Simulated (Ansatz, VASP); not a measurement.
Mo: VASP beside Ansatz

```xyz
1
Lattice="-1.5592 1.5592 1.5592 1.5592 -1.5592 1.5592 1.5592 1.5592 -1.5592" Properties=species:S:1:pos:R:3 pbc="T T T"
Mo    0.0000    0.0000    0.0000
```

Alike in both runs: task single point; functional PBE; k mesh 20 × 20 × 20; occupations gaussian, width 0.05 eV; no spin polarisation.

```csv
,VASP,Ansatz
version,VASP 6.6.1,Ansatz 0.2.0
potentials or method,"VASP PAW PBE potentials, release 64 (Mo_sv), cutoff 520 eV","scalar-relativistic, plane waves, PAW"
valence electrons in the cell,14,14
```

```csv
,VASP,Ansatz,Ansatz less VASP
gap on the k mesh at the Fermi level (eV),none,none,-
pressure (GPa),12.2,11.6,-0.60
```

A gap of «none» marks a metal or a gap that the smearing closes.
